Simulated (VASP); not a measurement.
# TaPbO4 (F-43m) in VASP: notebook, part 2 of 2

VASP 6.6.1.

## 4. Single point, PBE

INCAR reads:

```
ALGO     = Normal         # electronic algorithm
EDIFF    = 1E-6           # SCF threshold, eV
ENCUT    = 600            # plane-wave cutoff, eV
GGA      = PE             # functional
GGA_COMPAT= F            
ISIF     = 2              # what is computed and relaxed
ISMEAR   = 0              # smearing method
LASPH    = T              # aspherical terms in the spheres
LCHARG   = T              # write CHGCAR
LELF     = T              # ELF
LREAL    = F              # projectors in reciprocal space
LVHAR    = T            
LWAVE    = F              # write WAVECAR
NBANDS   = 34             # bands
NELM     = 120            # most SCF steps
PREC     = Accurate       # precision mode
SIGMA    = 0.1            # smearing width, eV
```

KPOINTS reads:

```
k-points
0
Gamma
  4 4 4
```

POSCAR reads:

```
TaPbO4
1.0
    0.0000000000      3.5387036600      3.5387036600
    3.5387036600      0.0000000000      3.5387036600
    3.5387036600      3.5387036600      0.0000000000
Ta Pb O
1 1 4
Direct
    0.7500000000      0.7500000000      0.7500000000
    0.0000000000      0.0000000000      0.0000000000
    0.8746970000      0.3751010000      0.3751010000
    0.3751010000      0.3751010000      0.3751010000
    0.3751010000      0.8746970000      0.3751010000
    0.3751010000      0.3751010000      0.8746970000
```

Potentials or basis: VASP PAW PBE potentials, release 64 (Ta_pv, Pb_d, O).

Launch:

```sh
$ cat potpaw_PBE.64/Ta_pv/POTCAR potpaw_PBE.64/Pb_d/POTCAR potpaw_PBE.64/O/POTCAR > POTCAR
$ mpirun -np 1 vasp_std > vasp.out
```

OUTCAR:

```text
EDIFF = 1E-6
   ENCUT = 600
   GGA = PE
   ISIF = 2
   ISMEAR = 0
   LASPH = T
   LREAL = F
   NELM = 120
   PREC = Accurate

 ion  position               nearest neighbor table
   1  0.750  0.750  0.750-   2 3.06   2 3.06   2 3.06   2 3.06
   2  0.000  0.000  0.000-   3 2.93   5 2.93   3 2.93   6 2.93   5 2.93   6 2.93   6 2.93   4 2.93
                             3 2.93   4 2.93   4 2.93   5 2.93   1 3.06   1 3.06   1 3.06   1 3.06
   3  0.875  0.375  0.375-   2 2.93   2 2.93   2 2.93
   4  0.375  0.375  0.375-   2 2.93   2 2.93   2 2.93
   5  0.375  0.875  0.375-   2 2.93   2 2.93   2 2.93
   6  0.375  0.375  0.875-   2 2.93   2 2.93   2 2.93

  LATTYP: Found a face centered cubic cell.
 ALAT       =     7.0774073200

  Lattice vectors:

 A1 = (   0.0000000000,   3.5387036600,   3.5387036600)
 A2 = (   3.5387036600,   0.0000000000,   3.5387036600)
 A3 = (   3.5387036600,   3.5387036600,   0.0000000000)

Analysis of symmetry for initial positions (statically):
=====================================================================
 Subroutine PRICEL returns:
 Original cell was already a primitive cell.

 Routine SETGRP: Setting up the symmetry group for a
 face centered cubic supercell.

 Subroutine GETGRP returns: Found 24 space group operations
 (whereof 24 operations were pure point group operations)
 out of a pool of 48 trial point group operations.

The static configuration has the point symmetry T_d .

Analysis of symmetry for dynamics (positions and initial velocities):
=====================================================================
 Subroutine PRICEL returns:
 Original cell was already a primitive cell.

 Routine SETGRP: Setting up the symmetry group for a
 face centered cubic supercell.

 Subroutine GETGRP returns: Found 24 space group operations
 (whereof 24 operations were pure point group operations)
 out of a pool of 48 trial point group operations.

The dynamic configuration has the point symmetry T_d .

 Subroutine INISYM returns: Found 24 space group operations
 (whereof 24 operations are pure point group operations),
 and found     1 'primitive' translations

----------------------------------------------------------------------------------------

                                     Primitive cell

  volume of cell :      88.6263

  direct lattice vectors                    reciprocal lattice vectors
     0.000000000  3.538703660  3.538703660    -0.141294680  0.141294680  0.141294680
     3.538703660  0.000000000  3.538703660     0.141294680 -0.141294680  0.141294680
     3.538703660  3.538703660  0.000000000     0.141294680  0.141294680 -0.141294680

  length of vectors
     5.004482709  5.004482709  5.004482709     0.244729564  0.244729564  0.244729564

  position of ions in fractional coordinates (direct lattice)
     0.750000000  0.750000000  0.750000000
     0.000000000  0.000000000  0.000000000
     0.874697000  0.375101000  0.375101000
     0.375101000  0.375101000  0.375101000
     0.375101000  0.874697000  0.375101000
     0.375101000  0.375101000  0.874697000

  ion indices of the primitive-cell ions
   primitive index   ion index
                 1           1
                 2           2
                 3           3
                 4           4
                 5           5
[... 30 lines left out ...]
  0.000000  0.000000  0.000000      1.000000
  0.250000  0.000000  0.000000      8.000000
  0.500000  0.000000  0.000000      4.000000
  0.250000  0.250000  0.000000      6.000000
  0.500000  0.250000  0.000000     24.000000
 -0.250000  0.250000  0.000000     12.000000
  0.500000  0.500000  0.000000      3.000000
 -0.250000  0.500000  0.250000      6.000000
   k-points           NKPTS =      8   k-points in BZ     NKDIM =      8   number of bands    NBANDS=     34
   number of dos      NEDOS =    301   number of ions     NIONS =      6
   total plane-waves  NPLWV =  64000
   dimension x,y,z NGX =    40 NGY =   40 NGZ =   40
   dimension x,y,z NGXF=    80 NGYF=   80 NGZF=   80
   ions per type =               1   1   4
   NGX,Y,Z   is equivalent  to a cutoff of  13.29, 13.29, 13.29 a.u.
   NGXF,Y,Z  is equivalent  to a cutoff of  26.58, 26.58, 26.58 a.u.
 SYSTEM =  unknown system
   PREC   = accura    normal or accurate (medium, high low for compatibility)
   ISTART =      0    job   : 0-new  1-cont  2-samecut
   ICHARG =      2    charge: 1-file 2-atom 10-const
   ISPIN  =      1    spin polarized calculation?
   LNONCOLLINEAR =      F non collinear calculations
   LSORBIT =      F    spin-orbit coupling
   LASPH  =      T    aspherical Exc in radial PAW
   ENCUT  =  600.0 eV  44.10 Ry    6.64 a.u.  10.00 10.00 10.00*2*pi/ulx,y,z
   NELM   =    120;   NELMIN=  2; NELMDL= -5     # of ELM steps
   EDIFF  = 0.1E-05   stopping-criterion for ELM
   LREAL  =      F    real-space projection
   EDIFFG = 0.1E-04   stopping-criterion for IOM
   NSW    =      0    number of steps for IOM
   IBRION =     -1    ionic relax: 0-MD 1-quasi-New 2-CG
   NFREE  =      0    steps in history (QN), initial steepest desc. (CG)
   ISIF   =      2    stress and relaxation
   ISYM   =      2    0-nonsym 1-usesym 2-fastsym
   POTIM  = 0.5000    time-step for ionic-motion
   TEBEG  =    0.0;   TEEND  =   0.0 temperature during run
   PSTRESS=    0.0 pullay stress
   NELECT =      49.0000    total number of electrons
   NUPDOWN=      -1.0000    fix difference up-down
   EMIN   =  10.00;   EMAX   =-10.00  energy-range for DOS
   EFERMI =   0.00;   METHOD = LEGACY
   ISMEAR =     0;   SIGMA  =   0.10  broadening in eV -4-tet -1-fermi 0-gaus
   EFERMI_NEDOS =   21; number of points for ismear=-14 and -15
   IALGO  =     38    algorithm
   IMIX   =      4    mixing-type and parameters
     AMIX     =   0.40;   BMIX     =  1.00
     AMIX_MAG =   1.60;   BMIX_MAG =  1.00
  volume/ion in A,a.u.               =      14.77        99.68
  Fermi-wavevector in a.u.,A,eV,Ry     =   1.343650  2.539129 24.563877  1.805394
  Thomas-Fermi vector in A             =   2.471706
   LORBIT       =      0    0 simple, 1 ext, 2 COOP (PROOUT), +10 PAW based schemes
   GGA     = PE    functional components
   LHFCALC =     F    Hartree Fock is set to
   AEXX    =    0.0000 exact exchange contribution
   IVDW    =     0    specifies the selected vdW correction
   LEPSILON=     F    determine dielectric tensor
   LRPA    =     F    only Hartree local field effects (RPA)
 non-spin polarized calculation
 Gauss-broadening in eV      SIGMA  =   0.10
  energy-cutoff  :      600.00
  volume of cell :       88.63
 maximum number of plane-waves:      2996
   NGX = 19   NGY = 19   NGZ = 19

 number of electron      49.0000014 magnetization

 Free energy of the ion-electron system (eV)
  ---------------------------------------------------
  ext. energy  EPLUGINS =         0.00000000
  ---------------------------------------------------
  free energy    TOTEN  =       -28.90423255 eV

  energy without entropy =      -28.83755582  energy(sigma->0) =      -28.87089419

 E-fermi :   3.9223     XC(G=0): -10.9328

 val. band max:        3.9103962923   @ k =   0.5000   0.5000   0.0000
 cond. band min:       3.9540879233   @ k =  -0.2500   0.2500   0.0000
 fundamental gap:      0.0436916310
 Fermi energy:         3.9222675528

 k-point     1 :       0.0000    0.0000    0.0000
  band No.  band energies     occupation
      1     -32.4661      2.00000
      2     -32.4661      2.00000
      3     -32.4661      2.00000
      4     -14.1746      2.00000
      5     -12.8562      2.00000
      6     -12.8562      2.00000
[... 285 lines left out ...]
     33       8.1113      0.00000
     34      10.3322      0.00000

------------------------ aborting loop because EDIFF is reached ----------------------------------------

  FORCE on cell =-STRESS in cart. coord.  units (eV):
  Direction    XX          YY          ZZ          XY          YZ          ZX
  --------------------------------------------------------------------------------------
  -------------------------------------------------------------------------------------
  Total      -11.2039067    -11.2039067    -11.2039067      0.0000000      0.0000000     -0.0000000
  in kB     -202.5431151   -202.5431151   -202.5431151      0.0000000      0.0000000     -0.0000000
  external PRESSURE =    -202.5431151 kB  Pullay stress =       0.0000000 kB

 VOLUME and BASIS-vectors are now :
 -----------------------------------------------------------------------------
  energy-cutoff  :      600.00
  volume of cell :       88.63
      direct lattice vectors                 reciprocal lattice vectors
     0.000000000  3.538703660  3.538703660    -0.141294680  0.141294680  0.141294680
     3.538703660  0.000000000  3.538703660     0.141294680 -0.141294680  0.141294680
     3.538703660  3.538703660  0.000000000     0.141294680  0.141294680 -0.141294680

 POSITION                                       TOTAL-FORCE (eV/Angst)
 -----------------------------------------------------------------------------------
      5.30806      5.30806      5.30806        -0.000000     -0.000000     -0.000000
      0.00000      0.00000      0.00000        -0.000000     -0.000000     -0.000000
      2.65474      4.42266      4.42266         0.147574     -0.147574     -0.147574
      2.65474      2.65474      2.65474         0.147574      0.147574      0.147574
      4.42266      2.65474      4.42266        -0.147574      0.147574     -0.147574
      4.42266      4.42266      2.65474        -0.147574     -0.147574      0.147574
 -----------------------------------------------------------------------------------
    total drift:                                0.000000      0.000000      0.000000

  FREE ENERGIE OF THE ION-ELECTRON SYSTEM (eV)
  ---------------------------------------------------
  free  energy   TOTEN  =       -28.9042325548 eV

  energy  without entropy=      -28.8375558225  energy(sigma->0) =      -28.87089419
```

Wall time 29 s (1 thread of Intel Xeon 6975P-C (Granite Rapids), shared host); peak memory 0.25 GiB.

What came out:

- Free energy: -28.9042 eV
- Pressure: -20.3 GPa
- Largest force: 0.256 eV/Å

Forces in eV/Å, atoms in the order of the input:
```
Ta   0.000  0.000  0.000
Pb   0.000  0.000  0.000
O    0.148 -0.148 -0.148
O    0.148  0.148  0.148
O   -0.148  0.148 -0.148
O   -0.148 -0.148  0.148
```

Caveat: the k points lie up to 0.38 Å⁻¹ apart; spin-orbit coupling is left out, which moves the levels of the heavy elements; an odd number of electrons without spin polarisation forces a metal; a magnetic or distorted state may lie lower.

## 5. The runs side by side

| task | spin | cell | k mesh | gap on the mesh (eV) | pressure (GPa) | moment (μB) |
| --- | --- | --- | --- | --- | --- | --- |
| relaxation of cell and atoms | collinear, ferromagnetic start | relaxed from a = 5.004 Å, angles 60.0°, 6 atoms | 4 × 4 × 4 | none | 0.4 | 0.00 |
| single point | collinear, ferrimagnetic start | a = 4.650 Å, angles 60.0°, 6 atoms | 10 × 10 × 10 | none | -0.1 | 2.50 |
| single point | off | a = 5.004 Å, angles 60.0°, 6 atoms | 4 × 4 × 4 | none | -20.3 | - |

Alike in all rows: level PBE; potentials or basis VASP PAW PBE potentials, release 64 (Ta_pv, Pb_d, O); cutoff (eV) 600; smearing gaussian 0.1 eV.

Caveats: some runs use coarse meshes; spin-orbit coupling is left out, which moves the levels of the heavy elements; an odd number of electrons without spin polarisation forces a metal (some runs); a magnetic or distorted state may lie lower (some runs).

Absolute energies hang on the potentials; compare differences alone.
